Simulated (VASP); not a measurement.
# RbBr (Fm-3m) in VASP: single point with PBE

Aim: the single point of RbBr with PBE.

Program: VASP 6.6.1. These are calculated values, not measurements. Logs are shortened: lines on timing, memory, paths and dates and some standing lists are left out, and cuts for length are marked.

**1. The cell of the first run**

Symmetry: Fm-3m, No. 225, cubic system. The conventional cell has a = 6.655 Å, b = 6.655 Å, c = 6.655 Å, α = 90.00°, β = 90.00°, γ = 90.00°. Rb (site symmetry m-3m) has 6 Br at 3.33 Å within 4.4 Å. Within 4.4 Å of Br (site symmetry m-3m) lie 6 Rb at 3.33 Å.

**2. Single point, PBE**

POSCAR

```
RbBr
1.0
    0.0000000000      3.3275310000      3.3275310000
    3.3275310000      0.0000000000      3.3275310000
    3.3275310000      3.3275310000      0.0000000000
Rb Br
1 1
Direct
    0.0000000000      0.0000000000      0.0000000000
    0.5000000000      0.5000000000      0.5000000000
```

INCAR.step1

```
ALGO = Normal
EDIFF = 1E-6
ENCUT = 400
GGA = PE
GGA_COMPAT = False
ISIF = 2
ISMEAR = -1
LASPH = True
LCHARG = True
LORBIT = 11
LREAL = False
LWAVE = False
NBANDS = 15
NEDOS = 2001
NELM = 120
PREC = Accurate
SIGMA = 0.0705
```

KPOINTS.step1

```
k-points
0
Gamma
  7 7 7
```

INCAR.step2

```
ALGO = Normal
EDIFF = 1E-6
ENCUT = 400
GGA = PE
GGA_COMPAT = False
ICHARG = 11
ISIF = 2
ISMEAR = -5
LASPH = True
LCHARG = False
LORBIT = 11
LREAL = False
LWAVE = False
NBANDS = 15
NEDOS = 2001
NELM = 120
PREC = Accurate
SIGMA = 0.0705
```

KPOINTS.step2

```
k-points
0
Gamma
  11 11 11
```

Potentials or basis: VASP PAW PBE potentials, release 64 (Rb_sv, Br).

The run is started by

```sh
$ cat potpaw_PBE.64/Rb_sv/POTCAR potpaw_PBE.64/Br/POTCAR > POTCAR
$ cp INCAR.step1 INCAR
$ cp KPOINTS.step1 KPOINTS
$ mpirun -np 1 vasp_std > vasp.out
$ cp INCAR.step2 INCAR
$ cp KPOINTS.step2 KPOINTS
$ mpirun -np 1 vasp_std > vasp.out
```

OUTCAR:

```text
EDIFF = 1E-6
   ENCUT = 400
   GGA = PE
   ICHARG = 11
   ISIF = 2
   ISMEAR = -5
   LASPH = True
   LORBIT = 11
   LREAL = False
   NELM = 120
   PREC = Accurate

 ion  position               nearest neighbor table
   1  0.000  0.000  0.000-   2 3.33   2 3.33   2 3.33   2 3.33   2 3.33   2 3.33
   2  0.500  0.500  0.500-   1 3.33   1 3.33   1 3.33   1 3.33   1 3.33   1 3.33

  LATTYP: Found a face centered cubic cell.
 ALAT       =     6.6550620000

  Lattice vectors:

 A1 = (   0.0000000000,   3.3275310000,   3.3275310000)
 A2 = (   3.3275310000,   0.0000000000,   3.3275310000)
 A3 = (   3.3275310000,   3.3275310000,   0.0000000000)

Analysis of symmetry for initial positions (statically):
=====================================================================
 Subroutine PRICEL returns:
 Original cell was already a primitive cell.

 Routine SETGRP: Setting up the symmetry group for a
 face centered cubic supercell.

 Subroutine GETGRP returns: Found 48 space group operations
 (whereof 48 operations were pure point group operations)
 out of a pool of 48 trial point group operations.

The static configuration has the point symmetry O_h .

Analysis of symmetry for dynamics (positions and initial velocities):
=====================================================================
 Subroutine PRICEL returns:
 Original cell was already a primitive cell.

 Routine SETGRP: Setting up the symmetry group for a
 face centered cubic supercell.

 Subroutine GETGRP returns: Found 48 space group operations
 (whereof 48 operations were pure point group operations)
 out of a pool of 48 trial point group operations.

The dynamic configuration has the point symmetry O_h .

 Subroutine INISYM returns: Found 48 space group operations
 (whereof 48 operations are pure point group operations),
 and found     1 'primitive' translations

----------------------------------------------------------------------------------------

                                     Primitive cell

  volume of cell :      73.6879

  direct lattice vectors                    reciprocal lattice vectors
     0.000000000  3.327531000  3.327531000    -0.150261560  0.150261560  0.150261560
     3.327531000  0.000000000  3.327531000     0.150261560 -0.150261560  0.150261560
     3.327531000  3.327531000  0.000000000     0.150261560  0.150261560 -0.150261560

  length of vectors
     4.705839469  4.705839469  4.705839469     0.260260657  0.260260657  0.260260657

  position of ions in fractional coordinates (direct lattice)
     0.000000000  0.000000000  0.000000000
     0.500000000  0.500000000  0.500000000

  ion indices of the primitive-cell ions
   primitive index   ion index
                 1           1
                 2           2

----------------------------------------------------------------------------------------

 KPOINTS: k-points

Automatic generation of k-mesh.
 Grid dimensions read from file:
 generate k-points for:   11   11   11

 Generating k-lattice:

  Cartesian coordinates                     Fractional coordinates (reciprocal lattice)
    -0.013660142  0.013660142  0.013660142     0.090909091  0.000000000  0.000000000
     0.013660142 -0.013660142  0.013660142     0.000000000  0.090909091  0.000000000
     0.013660142  0.013660142 -0.013660142     0.000000000  0.000000000  0.090909091

  Length of vectors
     0.023660060  0.023660060  0.023660060

  Shift w.r.t. Gamma in fractional coordinates (k-lattice)
     0.000000000  0.000000000  0.000000000

 TETIRR: Found    201 inequivalent tetrahedra from     7986

 Subroutine IBZKPT returns following result:
 ===========================================

 Found     56 irreducible k-points:

 Following reciprocal coordinates:
            Coordinates               Weight
  0.000000  0.000000  0.000000      1.000000
  0.090909  0.000000  0.000000      8.000000
  0.181818  0.000000  0.000000      8.000000
  0.272727  0.000000  0.000000      8.000000
  0.363636  0.000000  0.000000      8.000000
  0.454545  0.000000  0.000000      8.000000
[... 16 lines left out ...]
 -0.272727  0.181818  0.000000     24.000000
 -0.181818  0.181818  0.000000     12.000000
 [... further k-points ...]
   k-points           NKPTS =     56   k-points in BZ     NKDIM =     56   number of bands    NBANDS=     15
   number of dos      NEDOS =   2001   number of ions     NIONS =      2
   total plane-waves  NPLWV =  32768
   dimension x,y,z NGX =    32 NGY =   32 NGZ =   32
   dimension x,y,z NGXF=    64 NGYF=   64 NGZF=   64
   ions per type =               1   1
   NGX,Y,Z   is equivalent  to a cutoff of  11.30, 11.30, 11.30 a.u.
   NGXF,Y,Z  is equivalent  to a cutoff of  22.61, 22.61, 22.61 a.u.
 SYSTEM =  unknown system
   PREC   = accura    normal or accurate (medium, high low for compatibility)
   ISTART =      0    job   : 0-new  1-cont  2-samecut
   ICHARG =     11    charge: 1-file 2-atom 10-const
   ISPIN  =      1    spin polarized calculation?
   LNONCOLLINEAR =      F non collinear calculations
   LSORBIT =      F    spin-orbit coupling
   LASPH  =      T    aspherical Exc in radial PAW
   ENCUT  =  400.0 eV  29.40 Ry    5.42 a.u.   7.67  7.67  7.67*2*pi/ulx,y,z
   NELM   =    120;   NELMIN=  2; NELMDL=  0     # of ELM steps
   EDIFF  = 0.1E-05   stopping-criterion for ELM
   LREAL  =      F    real-space projection
   EDIFFG = 0.1E-04   stopping-criterion for IOM
   NSW    =      0    number of steps for IOM
   IBRION =     -1    ionic relax: 0-MD 1-quasi-New 2-CG
   NFREE  =      0    steps in history (QN), initial steepest desc. (CG)
   ISIF   =      2    stress and relaxation
   ISYM   =      2    0-nonsym 1-usesym 2-fastsym
   POTIM  = 0.5000    time-step for ionic-motion
   TEBEG  =    0.0;   TEEND  =   0.0 temperature during run
   PSTRESS=    0.0 pullay stress
   NELECT =      16.0000    total number of electrons
   NUPDOWN=      -1.0000    fix difference up-down
   EMIN   =  10.00;   EMAX   =-10.00  energy-range for DOS
   EFERMI =   0.00;   METHOD = LEGACY
   ISMEAR =    -5;   SIGMA  =   0.07  broadening in eV -4-tet -1-fermi 0-gaus
   EFERMI_NEDOS =   21; number of points for ismear=-14 and -15
   IALGO  =     38    algorithm
   IMIX   =      4    mixing-type and parameters
     AMIX     =   0.40;   BMIX     =  1.00
     AMIX_MAG =   1.60;   BMIX_MAG =  1.00
  volume/ion in A,a.u.               =      36.84       248.64
  Fermi-wavevector in a.u.,A,eV,Ry     =   0.983972  1.859437 13.173171  0.968201
  Thomas-Fermi vector in A             =   2.115170
   LORBIT       =     11    0 simple, 1 ext, 2 COOP (PROOUT), +10 PAW based schemes
   GGA     = PE    functional components
   LHFCALC =     F    Hartree Fock is set to
   AEXX    =    0.0000 exact exchange contribution
   IVDW    =     0    specifies the selected vdW correction
   LEPSILON=     F    determine dielectric tensor
   LRPA    =     F    only Hartree local field effects (RPA)
 non-spin polarized calculation
 Fermi weights with tetrahedron method with Bloechl corrections
  energy-cutoff  :      400.00
  volume of cell :       73.69
 maximum number of plane-waves:      1363

 number of electron      16.0000002 magnetization

 Free energy of the ion-electron system (eV)
  ---------------------------------------------------
  ext. energy  EPLUGINS =         0.00000000
  ---------------------------------------------------
  free energy    TOTEN  =        -6.01769232 eV

  energy without entropy =       -6.01769232  energy(sigma->0) =       -6.01769232

 E-fermi :  -1.3826     XC(G=0):  -7.5908

 val. band max:       -1.3910169250   @ k =   0.0000   0.0000   0.0000
 cond. band min:       3.2073802356   @ k =   0.0000   0.0000   0.0000
 fundamental gap:      4.5983971606
 Fermi energy:        -1.3825738559

 k-point     1 :       0.0000    0.0000    0.0000
  band No.  band energies     occupation
      1     -25.6344      2.00000
      2     -13.6703      2.00000
      3      -9.7189      2.00000
      4      -9.7189      2.00000
      5      -9.7189      2.00000
      6      -1.3910      2.00000
      7      -1.3910      2.00000
      8      -1.3910      2.00000
      9       3.2074      0.00000
     10       5.8952      0.00000
     11       5.8952      0.00000
     12       5.8952      0.00000
     13       6.8484      0.00000
     14       6.8484      0.00000
     15       9.7966      0.00000

 k-point     2 :       0.0909    0.0000    0.0000
  band No.  band energies     occupation
      1     -25.6332      2.00000
      2     -13.6759      2.00000
      3      -9.7196      2.00000
      4      -9.7196      2.00000
      5      -9.7125      2.00000
      6      -1.5125      2.00000
      7      -1.4299      2.00000
      8      -1.4299      2.00000
      9       3.4353      0.00000
     10       5.8397      0.00000
     11       6.0034      0.00000
     12       6.0034      0.00000
     13       6.9925      0.00000
     14       6.9925      0.00000
     15      10.1427      0.00000
[... 365 lines left out ...]
      3      -9.8069      2.00000
      4      -9.7216      2.00000
      5      -9.6620      2.00000
      6      -2.2998      2.00000
      7      -1.8006      2.00000
      8      -1.6443      2.00000
      9       5.4430      0.00000
     10       5.8474      0.00000
     11       7.1571      0.00000
     12       7.7859      0.00000
     13       8.1647      0.00000
     14       9.3732      0.00000
     15      10.1501      0.00000

 k-point    24 :      -0.1818    0.1818    0.0000
  band No.  band energies     occupation
      1     -25.6243      2.00000
      2     -13.7038      2.00000
      3      -9.7827      2.00000
      4      -9.7138      2.00000
      5      -9.6639      2.00000
      6      -2.1655      2.00000
      7      -1.7306      2.00000
      8      -1.5514      2.00000
      9       4.9078      0.00000
     10       5.6188      0.00000
     11       6.6794      0.00000
     12       7.5128      0.00000
     13       7.7354      0.00000
     14       8.6008      0.00000
     15      10.6987      0.00000

 [... further k-points ...]

------------------------ aborting loop because EDIFF is reached ----------------------------------------

  FORCE on cell =-STRESS in cart. coord.  units (eV):
  Direction    XX          YY          ZZ          XY          YZ          ZX
  --------------------------------------------------------------------------------------
  -------------------------------------------------------------------------------------
  Total        1.2965250      1.2965250      1.2965250      0.0000000      0.0000000     -0.0000000
  in kB       28.1900055     28.1900055     28.1900055      0.0000000      0.0000000     -0.0000000
  external PRESSURE =      28.1900055 kB  Pullay stress =       0.0000000 kB

 VOLUME and BASIS-vectors are now :
 -----------------------------------------------------------------------------
  energy-cutoff  :      400.00
  volume of cell :       73.69
      direct lattice vectors                 reciprocal lattice vectors
     0.000000000  3.327531000  3.327531000    -0.150261560  0.150261560  0.150261560
     3.327531000  0.000000000  3.327531000     0.150261560 -0.150261560  0.150261560
     3.327531000  3.327531000  0.000000000     0.150261560  0.150261560 -0.150261560

 POSITION                                       TOTAL-FORCE (eV/Angst)
 -----------------------------------------------------------------------------------
      0.00000      0.00000      0.00000         0.000000      0.000000      0.000000
      3.32753      3.32753      3.32753        -0.000000     -0.000000     -0.000000
 -----------------------------------------------------------------------------------
    total drift:                                0.000000     -0.000000     -0.000000

  FREE ENERGIE OF THE ION-ELECTRON SYSTEM (eV)
  ---------------------------------------------------
  free  energy   TOTEN  =        -6.0176923173 eV

  energy  without entropy=       -6.0176923173  energy(sigma->0) =       -6.01769232

 total charge

# of ion       s       p       d       tot
------------------------------------------
    1        1.943   5.356   0.030   7.329
    2        1.601   3.317   0.002   4.919
--------------------------------------------------
tot          3.544   8.673   0.031  12.248
```

Run time: 67 s. Hardware: 1 thread of AMD EPYC 7R43 (Zen 3), shared host; peak memory 0.15 GiB.

Results:

```yaml
Valence_electrons_inside_the_program's_atomic_spheres: Rb 7.33; Br 4.92
```

Levels at points of the mesh, in eV from the valence-band top:
```
           k point  band 6  band 7  band 8  band 9  band 10  band 11
(0.00, 0.00, 0.00)    0.00    0.00    0.00    4.60     7.29     7.29
```
